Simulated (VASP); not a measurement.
Set up this calculation in VASP 6.6.1, as the native input.

| Quantity | Value |
| --- | --- |
| Task | relaxation of cell and atoms |
| Functional | r2SCAN |
| Potentials or basis | VASP PAW PBE potentials, release 64 (Ti_sv) |
| Cutoff | 600 eV |
| k mesh | 8 × 8 × 8 |
| Occupations | gaussian, width 0.1 eV |
| Spin | no spin polarisation |
| Dipole correction | no |
| Further INCAR settings | ALGO = Normal; EDIFF = 1e-06; IBRION = 2; EDIFFG = -0.04; NSW = 90; ISIF = 3 |

The system is Ti.

```
Ti
1.0
     0.00000    2.05591    2.05591
     2.05591    0.00000    2.05591
     2.05591    2.05591    0.00000
Ti
1
Direct
  0.50000 0.50000 0.50000
```

One way to write it, as run:

POSCAR

```
Ti
1.0
    0.0000000000      2.0559102093      2.0559102093
    2.0559102093      0.0000000000      2.0559102093
    2.0559102093      2.0559102093      0.0000000000
Ti
1
Direct
    0.5000000000      0.5000000000      0.5000000000
```

INCAR.step1

```
SYSTEM = Ti
  ALGO = Normal
  EDIFF = 1E-4
  ENCUT = 600
  GGA = PE
  ISMEAR = 0
  LASPH = .TRUE.
  LCHARG = .FALSE.
  LREAL = .FALSE.
  LWAVE = .TRUE.
  NELM = 60
  PREC = Accurate
  SIGMA = 0.1
```

INCAR.step2

```
SYSTEM = Ti
  ALGO = Normal
  EDIFF = 1E-6
  EDIFFG = -0.04
  ENCUT = 600
  IBRION = 2
  ISIF = 3
  ISMEAR = 0
  ISTART = 1
  LASPH = .TRUE.
  LCHARG = .FALSE.
  LMIXTAU = .TRUE.
  LREAL = .FALSE.
  LWAVE = .FALSE.
  METAGGA = R2SCAN
  NELM = 60
  NSW = 90
  PREC = Accurate
  SIGMA = 0.1
```

KPOINTS

```
k-points
0
G
  8 8 8
  0 0 0
```

Potentials or basis: VASP PAW PBE potentials, release 64 (Ti_sv).

Launch:

```sh
$ cat potpaw_PBE.64/Ti_sv/POTCAR > POTCAR
$ cp INCAR.step1 INCAR
$ mpirun -np 1 vasp_std > vasp.out
$ cp INCAR.step2 INCAR
$ mpirun -np 1 vasp_std > vasp.out
```

Results of the run:

- Relaxed volume: 17.51 Å³/atom
- Relaxed cell: a = 2.915 Å, b = 2.915 Å, c = 2.915 Å, α = 60.00°, β = 60.00°, γ = 60.00°
- Space group after relaxing (to 0.05 Å): Fm-3m (No. 225)
- Energy gained by relaxing: 0.1 meV/atom
- Ionic steps: 2
- Pressure after relaxing: -0.2 GPa
- Band gap on the k mesh: zero (band 6 reaches 9.12 eV, above the bottom of band 7 at 7.72 eV)

Caveat: the PAW data sets were made with another functional, which shifts forces and pressure a little.

Run time: 21 s on 1 thread of Intel(R) Xeon(R) Platinum 8559C (Emerald Rapids) (shared host), peak memory 0.15 GiB.
